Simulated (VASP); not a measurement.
# LiNbO3 (R-3c) in VASP: further runs, part 2 of 2

VASP 6.6.1. Earlier steps stand in the parts before.

## (4) Single point, PBE

This run uses another cell than the first one, of 11.05 Å³/atom.

INCAR

```
PREC = Accurate
ENCUT = 520
EDIFF = 1E-7
ISMEAR = 0
SIGMA = 0.05
LREAL = F
LASPH = T
NELM = 80
ALGO = Normal
ISIF = 2
LWAVE = F
LCHARG = F
GGA = PE
NBANDS = 45
```

KPOINTS

```
Automatic mesh
0
Gamma
  6 6 6
```

POSCAR

```
LiNbO3
1.0
    2.6115267350      1.5077656635      4.6751000000
   -2.6115267350      1.5077656635      4.6751000000
    0.0000000000     -3.0155313268      4.6751000000
Li Nb O
2 2 6
Direct
    0.2500000000      0.2500000000      0.2500000000
    0.7500000000      0.7500000000      0.7500000000
    0.0000000000      0.0000000000      0.0000000000
    0.5000000000      0.5000000000      0.5000000000
    0.1303353734      0.3696646266      0.7500000000
    0.7500000000      0.1303353734      0.3696646266
    0.3696646266      0.7500000000      0.1303353734
    0.8696646266      0.6303353734      0.2500000000
    0.2500000000      0.8696646266      0.6303353734
    0.6303353734      0.2500000000      0.8696646266
```

Potentials or basis: VASP PAW PBE potentials, release 64 (Li_sv, Nb_sv, O).

On the command line:

```
> cat potpaw_PBE.64/Li_sv/POTCAR potpaw_PBE.64/Nb_sv/POTCAR potpaw_PBE.64/O/POTCAR > POTCAR
> mpirun -np 1 vasp_std > vasp.out
```

OUTCAR:

```text
PREC = Accurate
   ENCUT = 520
   EDIFF = 1E-7
   ISMEAR = 0
   LREAL = F
   LASPH = T
   NELM = 80
   ISIF = 2
   GGA = PE

 ion  position               nearest neighbor table
   1  0.250  0.250  0.250-   9 1.99  10 1.99   8 1.99
   2  0.750  0.750  0.750-   6 1.99   7 1.99   5 1.99
   3  0.000  0.000  0.000-   6 2.01   9 2.01   7 2.01  10 2.01   5 2.01   8 2.01
   4  0.500  0.500  0.500-   7 2.01  10 2.01   9 2.01   6 2.01   5 2.01   8 2.01
   5  0.130  0.370  0.750-   2 1.99   3 2.01   4 2.01
   6  0.750  0.130  0.370-   2 1.99   3 2.01   4 2.01
   7  0.370  0.750  0.130-   2 1.99   4 2.01   3 2.01
   8  0.870  0.630  0.250-   1 1.99   3 2.01   4 2.01
   9  0.250  0.870  0.630-   1 1.99   3 2.01   4 2.01
  10  0.630  0.250  0.870-   1 1.99   4 2.01   3 2.01

  LATTYP: Found a trigonal (rhomboedric) cell.
 ALAT       =     5.5632714471
 COS(alpha) =     0.5592843768

  Lattice vectors:

 A1 = (   2.6115267350,   1.5077656635,   4.6751000000)
 A2 = (  -2.6115267350,   1.5077656635,   4.6751000000)
 A3 = (   0.0000000000,  -3.0155313268,   4.6751000000)

Analysis of symmetry for initial positions (statically):
=====================================================================
 Subroutine PRICEL returns:
 Original cell was already a primitive cell.

 Routine SETGRP: Setting up the symmetry group for a
 trigonal (rhombohedral) supercell.

 Subroutine GETGRP returns: Found 12 space group operations
 (whereof  6 operations were pure point group operations)
 out of a pool of 12 trial point group operations.

The static configuration has the point symmetry S_6 .
 The point group associated with its full space group is D_3d.

Analysis of symmetry for dynamics (positions and initial velocities):
=====================================================================
[... 147 lines left out ...]
     AMIX_MAG =   1.60;   BMIX_MAG =  1.00
  volume/ion in A,a.u.               =      11.05        74.54
  Fermi-wavevector in a.u.,A,eV,Ry     =   1.392690  2.631802 26.389644  1.939584
  Thomas-Fermi vector in A             =   2.516408
   LORBIT       =      0    0 simple, 1 ext, 2 COOP (PROOUT), +10 PAW based schemes
   GGA     = PE    functional components
   LHFCALC =     F    Hartree Fock is set to
   AEXX    =    0.0000 exact exchange contribution
   IVDW    =     0    specifies the selected vdW correction
   LEPSILON=     F    determine dielectric tensor
   LRPA    =     F    only Hartree local field effects (RPA)
 non-spin polarized calculation
 Gauss-broadening in eV      SIGMA  =   0.05
  energy-cutoff  :      520.00
  volume of cell :      110.45
 maximum number of plane-waves:      2988
 NGX is ok and might be reduce to    42
   NGX = 21   NGY = 21   NGZ = 21

 number of electron      67.9999985 magnetization

 Free energy of the ion-electron system (eV)
  ---------------------------------------------------
  ext. energy  EPLUGINS =         0.00000000
  ---------------------------------------------------
  free energy    TOTEN  =       -79.71700670 eV

  energy without entropy =      -79.71700670  energy(sigma->0) =      -79.71700670

 E-fermi :   3.7948     XC(G=0): -10.6021

 val. band max:        3.3972622403   @ k =  -0.1667   0.1667   0.0000
 cond. band min:       5.8148880348   @ k =   0.5000   0.5000   0.0000
 fundamental gap:      2.4176257945
 Fermi energy:         3.7947994044

 k-point     1 :       0.0000    0.0000    0.0000
  band No.  band energies     occupation
      1     -51.2285      2.00000
      2     -51.2158      2.00000
      3     -39.5358      2.00000
      4     -39.5342      2.00000
      5     -27.4042      2.00000
      6     -27.4042      2.00000
[... 1141 lines left out ...]
     44      12.9841      0.00000
     45      13.3505      0.00000

 [... further k-points ...]
[... 5 lines left out ...]
  --------------------------------------------------------------------------------------
  -------------------------------------------------------------------------------------
  Total       -1.8203166     -1.8203166     -3.6066346      0.0000000     -0.0000000     -0.0000000
  in kB      -26.4050522    -26.4050522    -52.3169288      0.0000000     -0.0000000     -0.0000000
  external PRESSURE =     -35.0423444 kB  Pullay stress =       0.0000000 kB

 VOLUME and BASIS-vectors are now :
 -----------------------------------------------------------------------------
  energy-cutoff  :      520.00
  volume of cell :      110.45
      direct lattice vectors                 reciprocal lattice vectors
     2.611526735  1.507765664  4.675100000     0.191458886  0.110538839  0.071299723
    -2.611526735  1.507765664  4.675100000    -0.191458886  0.110538839  0.071299723
     0.000000000 -3.015531327  4.675100000     0.000000000 -0.221077679  0.071299723

 POSITION                                       TOTAL-FORCE (eV/Angst)
 -----------------------------------------------------------------------------------
      0.00000      0.00000      3.50632        -0.000000      0.000000     -0.000000
      0.00000      0.00000     10.51897        -0.000000     -0.000000     -0.000000
      0.00000      0.00000      0.00000        -0.000000     -0.000000     -0.000000
      0.00000      0.00000      7.01265        -0.000000      0.000000     -0.000000
     -0.62501     -1.50777      5.84387         0.112905     -0.000000      0.000000
      1.61827      0.21260      5.84387        -0.056453      0.097779     -0.000000
     -0.99326      1.29516      5.84387        -0.056453     -0.097779     -0.000000
      0.62501      1.50777      8.18142        -0.112905      0.000000     -0.000000
     -1.61827     -0.21260      8.18142         0.056453     -0.097779     -0.000000
      0.99326     -1.29516      8.18142         0.056453      0.097779     -0.000000
 -----------------------------------------------------------------------------------
    total drift:                               -0.000000     -0.000000     -0.000000

  FREE ENERGIE OF THE ION-ELECTRON SYSTEM (eV)
  ---------------------------------------------------
  free  energy   TOTEN  =       -79.7170067006 eV

  energy  without entropy=      -79.7170067006  energy(sigma->0) =      -79.71700670
```

stdout:

```text
POSCAR found type information on POSCAR LiNbO
 POSCAR found :  3 types and      10 ions
 scaLAPACK will be used
 LDA part: xc-table for (Slater+PW92), standard interpolation
 POSCAR, INCAR and KPOINTS ok, starting setup
 FFT: planning ... GRIDC
 FFT: planning ... GRID_SOFT
 FFT: planning ... GRID
 WAVECAR not read
 entering main loop
```

It took 3.2 min on 1 thread of Intel Xeon Platinum 8488C (Sapphire Rapids), shared host; peak memory 0.32 GiB.

Results:

```yaml
Free_energy: -79.7170 eV
Largest_force: 0.113 eV/Å
Band_gap_on_the_k_mesh: 2.42 eV (least direct gap 2.58 eV)
```

Forces on the atoms (eV/Å):
```
Li   0.000  0.000  0.000
Li   0.000  0.000  0.000
Nb   0.000  0.000  0.000
Nb   0.000  0.000  0.000
O    0.113  0.000  0.000
O   -0.056  0.098  0.000
O   -0.056 -0.098  0.000
O   -0.113  0.000  0.000
O    0.056 -0.098  0.000
O    0.056  0.098  0.000
```

Levels at points of the mesh, in eV from the valence-band top:
| k point | band 30 | band 31 | band 32 | band 33 | band 34 | band 35 | band 36 | band 37 | band 38 | band 39 |
| --- | --- | --- | --- | --- | --- | --- | --- | --- | --- | --- |
| (0.00, 0.00, 0.00) | -0.23 | -0.23 | -0.17 | -0.17 | -0.12 | 2.46 | 2.46 | 2.69 | 4.48 | 4.48 |
| (0.50, 0.00, 0.00) | -0.50 | -0.29 | -0.29 | -0.23 | -0.23 | 3.96 | 3.96 | 4.01 | 4.01 | 4.24 |
| (0.50, 0.50, 0.00) | -1.05 | -1.01 | -0.40 | -0.36 | -0.25 | 2.42 | 3.48 | 3.82 | 4.17 | 4.83 |
| (0.50, 0.50, 0.50) | -0.61 | -0.27 | -0.27 | -0.27 | -0.27 | 4.10 | 4.10 | 4.27 | 4.27 | 4.27 |

Caveat: the cutoff is under 1.25 times the usual one of these potentials, so pressure, stress and relaxed cells hold a basis-set (Pulay) error. A k mesh can miss the band edges.

## (5) Summary

```csv
cell,gap on the mesh (eV),largest force (eV/Å)
"a = 5.656 Å, angles 53.6°, 10 atoms",2.36,0.05
"a = 5.411 Å, angles 59.2°, 10 atoms",2.41,0.21
"a = 5.563 Å, angles 56.0°, 10 atoms",2.42,0.11
```

Alike in all rows: task single point; level PBE; potentials or basis VASP PAW PBE potentials, release 64 (Li_sv, Nb_sv, O); no spin polarisation; k mesh 6 × 6 × 6; cutoff (eV) 520; smearing gaussian 0.05 eV.

Caveats: the cutoff is under 1.25 times the usual one of these potentials, so pressure, stress and relaxed cells hold a basis-set (Pulay) error.

Total energies depend on the potentials used, so only differences within one code and one set of settings carry meaning.
